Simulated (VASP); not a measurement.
# RbBr (Immm) in VASP: single point with HSE06

Aim: the single point of RbBr with HSE06.

All numbers are computed with VASP 6.6.1; they aren't measurements. Logs are shortened: lines on timing, memory, paths and dates and some standing lists are left out, and cuts for length are marked.

### 1 The cell of the first run

Symmetry: Immm, No. 71, orthorhombic system. Conventional cell: a = 4.755 Å, b = 5.034 Å, c = 6.922 Å, α = 90.00°, β = 90.00°, γ = 90.00°. Rb (site symmetry mmm) has 6 Br at 3.46 Å within 4.5 Å. Within 4.5 Å of Br (site symmetry mmm) lie 6 Rb at 3.46 Å.

### 2 Single point, HSE06 (shear xy strain -5.7%)

Input file POSCAR:

```
RbBr
1.0
   -0.0986335441      3.4608261073      3.4608261073
    3.4608261073     -0.0986335441      3.4608261073
    3.3621925632      3.3621925632      0.0000000000
Rb Br
1 1
Direct
    0.0000000000      0.0000000000      0.0000000000
    0.5000000000      0.5000000000      0.5000000000
```

Input file INCAR.step1:

```
  PREC = Accurate
  ENCUT = 520
  EDIFF = 1E-5
  ISMEAR = 0
  SIGMA = 0.01
  LREAL = False
  LASPH = True
  NELM = 80
  ALGO = Normal
  ISIF = 2
  LWAVE = True
  NBANDS = 15
  GGA = PE
```

Input file INCAR.step2:

```
  PREC = Accurate
  ENCUT = 520
  EDIFF = 1E-6
  ISMEAR = 0
  SIGMA = 0.01
  LREAL = False
  LASPH = True
  NELM = 80
  ALGO = Normal
  ISIF = 2
  LWAVE = False
  LCHARG = True
  GGA = PE
  LHFCALC = True
  HFSCREEN = 0.2079
  PRECFOCK = Normal
  LELF = True
  LVHAR = True
  NBANDS = 15
  ISTART = 1
```

Input file KPOINTS:

```
regular mesh
0
Gamma
  4 4 4
```

Potentials or basis: VASP PAW PBE potentials, release 64 (Rb_sv, Br).

Launch:

```sh
$ cat potpaw_PBE.64/Rb_sv/POTCAR potpaw_PBE.64/Br/POTCAR > POTCAR
$ cp INCAR.step1 INCAR
$ mpirun -np 1 vasp_std > vasp.out
$ cp INCAR.step2 INCAR
$ mpirun -np 1 vasp_std > vasp.out
```

OUTCAR:

```text
PREC = Accurate
   ENCUT = 520
   EDIFF = 1E-6
   ISMEAR = 0
   LREAL = False
   LASPH = True
   NELM = 80
   ISIF = 2
   GGA = PE
   LHFCALC = True
   HFSCREEN = 0.2079
   PRECFOCK = Normal
   ISTART = 1

 ion  position               nearest neighbor table
   1  0.000  0.000  0.000-   2 3.46   2 3.46   2 3.46   2 3.46   2 3.46   2 3.46
   2  0.500  0.500  0.500-   1 3.46   1 3.46   1 3.46   1 3.46   1 3.46   1 3.46

  LATTYP: Found a body centered orthorhombic cell.
 ALAT       =     4.7548583222
 B/A-ratio  =     1.0586721565
 C/A-ratio  =     1.4557010421

  Lattice vectors:

 A1 = (   0.0986335441,  -3.4608261073,  -3.4608261073)
 A2 = (  -0.0986335441,   3.4608261073,  -3.4608261073)
 A3 = (   3.4608261073,  -0.0986335441,   3.4608261073)

Analysis of symmetry for initial positions (statically):
=====================================================================
 Subroutine PRICEL returns:
 Original cell was already a primitive cell.

 Routine SETGRP: Setting up the symmetry group for a
 body centered orthorhombic supercell.

 Subroutine GETGRP returns: Found  8 space group operations
 (whereof  8 operations were pure point group operations)
 out of a pool of  8 trial point group operations.

The static configuration has the point symmetry D_2h.

Analysis of symmetry for dynamics (positions and initial velocities):
=====================================================================
 Subroutine PRICEL returns:
 Original cell was already a primitive cell.

 Routine SETGRP: Setting up the symmetry group for a
 body centered orthorhombic supercell.

 Subroutine GETGRP returns: Found  8 space group operations
 (whereof  8 operations were pure point group operations)
 out of a pool of  8 trial point group operations.

The dynamic configuration has the point symmetry D_2h.

 Subroutine INISYM returns: Found  8 space group operations
 (whereof  8 operations are pure point group operations),
 and found     1 'primitive' translations

----------------------------------------------------------------------------------------

                                     Primitive cell

  volume of cell :      82.8355

  direct lattice vectors                    reciprocal lattice vectors
    -0.098633544  3.460826107  3.460826107    -0.140470759  0.140470759  0.144474176
     3.460826107 -0.098633544  3.460826107     0.140470759 -0.140470759  0.144474176
     3.362192563  3.362192563  0.000000000     0.148712482  0.148712482 -0.144474176

  length of vectors
     4.895340975  4.895340975  4.754858322     0.245635616  0.245635616  0.255154055

  position of ions in fractional coordinates (direct lattice)
     0.000000000  0.000000000  0.000000000
     0.500000000  0.500000000  0.500000000

  ion indices of the primitive-cell ions
   primitive index   ion index
                 1           1
                 2           2

----------------------------------------------------------------------------------------

 KPOINTS: regular mesh

Automatic generation of k-mesh.
 Grid dimensions read from file:
 generate k-points for:    4    4    4

 Generating k-lattice:

  Cartesian coordinates                     Fractional coordinates (reciprocal lattice)
    -0.035117690  0.035117690  0.036118544     0.250000000  0.000000000  0.000000000
     0.035117690 -0.035117690  0.036118544     0.000000000  0.250000000  0.000000000
     0.037178120  0.037178120 -0.036118544     0.000000000  0.000000000  0.250000000

  Length of vectors
     0.061408904  0.061408904  0.063788514

  Shift w.r.t. Gamma in fractional coordinates (k-lattice)
     0.000000000  0.000000000  0.000000000

 Subroutine IBZKPT returns following result:
 ===========================================

 Found     18 irreducible k-points:

 Following reciprocal coordinates:
            Coordinates               Weight
  0.000000  0.000000  0.000000      1.000000
  0.250000 -0.000000  0.000000      4.000000
  0.500000 -0.000000  0.000000      2.000000
  0.250000  0.250000  0.000000      2.000000
  0.500000  0.250000  0.000000      4.000000
 -0.250000  0.250000  0.000000      2.000000
[... 10 lines left out ...]
  0.250000  0.250000  0.500000      2.000000
 -0.250000  0.250000  0.500000      2.000000
   k-points           NKPTS =     18   k-points in BZ     NKDIM =     64   number of bands    NBANDS=     15
   number of dos      NEDOS =    301   number of ions     NIONS =      2
   total plane-waves  NPLWV =  46656
   dimension x,y,z NGX =    36 NGY =   36 NGZ =   36
   dimension x,y,z NGXF=    72 NGYF=   72 NGZF=   72
   ions per type =               1   1
   NGX,Y,Z   is equivalent  to a cutoff of  12.23, 12.23, 12.59 a.u.
   NGXF,Y,Z  is equivalent  to a cutoff of  24.45, 24.45, 25.17 a.u.
 SYSTEM =  unknown system
   PREC   = accura    normal or accurate (medium, high low for compatibility)
   ISTART =      1    job   : 0-new  1-cont  2-samecut
   ICHARG =      0    charge: 1-file 2-atom 10-const
   ISPIN  =      1    spin polarized calculation?
   LNONCOLLINEAR =      F non collinear calculations
   LSORBIT =      F    spin-orbit coupling
   LASPH  =      T    aspherical Exc in radial PAW
   ENCUT  =  520.0 eV  38.22 Ry    6.18 a.u.   9.10  9.10  8.84*2*pi/ulx,y,z
   NELM   =     80;   NELMIN=  2; NELMDL=  0     # of ELM steps
   EDIFF  = 0.1E-05   stopping-criterion for ELM
   LREAL  =      F    real-space projection
   EDIFFG = 0.1E-04   stopping-criterion for IOM
   NSW    =      0    number of steps for IOM
   IBRION =     -1    ionic relax: 0-MD 1-quasi-New 2-CG
   NFREE  =      0    steps in history (QN), initial steepest desc. (CG)
   ISIF   =      2    stress and relaxation
   ISYM   =      3    0-nonsym 1-usesym 2-fastsym
   POTIM  = 0.5000    time-step for ionic-motion
   TEBEG  =    0.0;   TEEND  =   0.0 temperature during run
   PSTRESS=    0.0 pullay stress
   NELECT =      16.0000    total number of electrons
   NUPDOWN=      -1.0000    fix difference up-down
   EMIN   =  10.00;   EMAX   =-10.00  energy-range for DOS
   EFERMI =   0.00;   METHOD = LEGACY
   ISMEAR =     0;   SIGMA  =   0.01  broadening in eV -4-tet -1-fermi 0-gaus
   EFERMI_NEDOS =   21; number of points for ismear=-14 and -15
   IALGO  =     38    algorithm
   IMIX   =      1    mixing-type and parameters
     AMIX     =   0.40;   BMIX     =  1.00
     AMIX_MAG =   1.60;   BMIX_MAG =  1.00
  volume/ion in A,a.u.               =      41.42       279.50
  Fermi-wavevector in a.u.,A,eV,Ry     =   0.946330  1.788305 12.184572  0.895541
  Thomas-Fermi vector in A             =   2.074318
   LORBIT       =      0    0 simple, 1 ext, 2 COOP (PROOUT), +10 PAW based schemes
   GGA     = PE    functional components
   LHFCALC =     T    Hartree Fock is set to
   PRECFOCK=normal    Normal, Fast or Accurate (Low or Medium for compatibility)
   ENCUT4O =  -1.0   cutoff for four orbital integrals eV
   NKREDX  =     1    reduce k-point grid by
   NKREDY  =     1    reduce k-point grid by
   NKREDZ  =     1    reduce k-point grid by
   AEXX    =    0.2500 exact exchange contribution
   HFSCREEN=    0.2079 screening length (either q_TF or 0.3 A-1)
   HFSCREENC=   0.2079 screening length for correlation (either q_TF or 0.3 A-1)
   ENCUTFOCK=  -1.0 apply spherical cutoff to Coloumb kernel
   IVDW    =     0    specifies the selected vdW correction
   LEPSILON=     F    determine dielectric tensor
   LRPA    =     F    only Hartree local field effects (RPA)
 non-spin polarized calculation
 Gauss-broadening in eV      SIGMA  =   0.01
  energy-cutoff  :      520.00
  volume of cell :       82.84
 maximum number of plane-waves:      2247
  NGX = 28; NGY = 28; NGZ = 28

 number of electron      16.0000000 magnetization

 Free energy of the ion-electron system (eV)
  ---------------------------------------------------
  ext. energy  EPLUGINS =         0.00000000
  ---------------------------------------------------
  free energy    TOTEN  =        -7.06878361 eV

  energy without entropy =       -7.06878361  energy(sigma->0) =       -7.06878361

 E-fermi :  -2.5876     XC(G=0):  -5.9876

 val. band max:       -2.6759207547   @ k =   0.0000   0.0000   0.0000
 cond. band min:       2.7080825438   @ k =   0.0000   0.0000   0.0000
 fundamental gap:      5.3840032985
 Fermi energy:        -2.5875531755

 k-point     1 :       0.0000    0.0000    0.0000
  band No.  band energies     occupation
      1     -28.8897      2.00000
      2     -15.8987      2.00000
      3     -11.8019      2.00000
      4     -11.8018      2.00000
      5     -11.8003      2.00000
      6      -2.7681      2.00000
      7      -2.7296      2.00000
      8      -2.6759      2.00000
      9       2.7081      0.00000
     10       5.5758      0.00000
     11       5.8035      0.00000
     12       6.0370      0.00000
     13       6.7587      0.00000
     14       6.7769      0.00000
     15       9.3174      0.00000

 k-point     2 :       0.2500   -0.0000    0.0000
  band No.  band energies     occupation
      1     -28.8856      2.00000
      2     -15.9194      2.00000
      3     -11.8037      2.00000
      4     -11.8017      2.00000
      5     -11.7671      2.00000
      6      -3.2806      2.00000
      7      -2.9104      2.00000
      8      -2.8356      2.00000
      9       3.9306      0.00000
     10       5.5457      0.00000
     11       6.4249      0.00000
     12       6.7454      0.00000
     13       7.5957      0.00000
     14       7.6516      0.00000
     15      10.7859      0.00000
[... 257 lines left out ...]
      3     -11.8746      2.00000
      4     -11.8029      2.00000
      5     -11.7972      2.00000
      6      -3.4997      2.00000
      7      -3.1238      2.00000
      8      -2.9643      2.00000
      9       5.2120      0.00000
     10       5.5220      0.00000
     11       7.0642      0.00000
     12       7.3294      0.00000
     13       8.1920      0.00000
     14       9.1064      0.00000
     15       9.7771      0.00000

 k-point    18 :      -0.2500    0.2500    0.5000
  band No.  band energies     occupation
      1     -28.8778      2.00000
      2     -15.8646      2.00000
      3     -11.9443      2.00000
      4     -11.8991      2.00000
      5     -11.7797      2.00000
      6      -3.2071      2.00000
      7      -3.1163      2.00000
      8      -3.0622      2.00000
      9       5.5134      0.00000
     10       5.5157      0.00000
     11       6.7082      0.00000
     12       7.1082      0.00000
     13       9.5089      0.00000
     14       9.5368      0.00000
     15       9.6720      0.00000

------------------------ aborting loop because EDIFF is reached ----------------------------------------

  FORCE on cell =-STRESS in cart. coord.  units (eV):
  Direction    XX          YY          ZZ          XY          YZ          ZX
  --------------------------------------------------------------------------------------
  -------------------------------------------------------------------------------------
  Total        0.1619931      0.1619931      0.1546215      0.1236949      0.0000000      0.0000000
  in kB        3.1332192      3.1332192      2.9906401      2.3924662      0.0000000      0.0000000
  external PRESSURE =       3.0856928 kB  Pullay stress =       0.0000000 kB

 VOLUME and BASIS-vectors are now :
 -----------------------------------------------------------------------------
  energy-cutoff  :      520.00
  volume of cell :       82.84
      direct lattice vectors                 reciprocal lattice vectors
    -0.098633544  3.460826107  3.460826107    -0.140470759  0.140470759  0.144474176
     3.460826107 -0.098633544  3.460826107     0.140470759 -0.140470759  0.144474176
     3.362192563  3.362192563  0.000000000     0.148712482  0.148712482 -0.144474176

 POSITION                                       TOTAL-FORCE (eV/Angst)
 -----------------------------------------------------------------------------------
      0.00000      0.00000      0.00000         0.000000     -0.000000     -0.000000
      3.36219      3.36219      3.46083         0.000000      0.000000      0.000000
 -----------------------------------------------------------------------------------
    total drift:                               -0.000000      0.000000     -0.000000

  FREE ENERGIE OF THE ION-ELECTRON SYSTEM (eV)
  ---------------------------------------------------
  free  energy   TOTEN  =        -7.0687836144 eV

  energy  without entropy=       -7.0687836144  energy(sigma->0) =       -7.06878361
```

Run time: 18 min. Hardware: 1 thread of AMD EPYC 7R13 (Zen 3), shared host; peak memory 0.3 GiB.

Results:

- Free energy: -7.0688 eV
- Pressure: 0.3 GPa
- Band gap on the k mesh: 5.38 eV, direct

Stress tensor (GPa, compression positive):
```
0.31 0.24 0.00
0.24 0.31 0.00
0.00 0.00 0.30
```

Caveat: the cell differs from its parent crystal (shear xy strain -5.7%); the PAW data sets were made with another functional, which shifts forces and pressure a little.
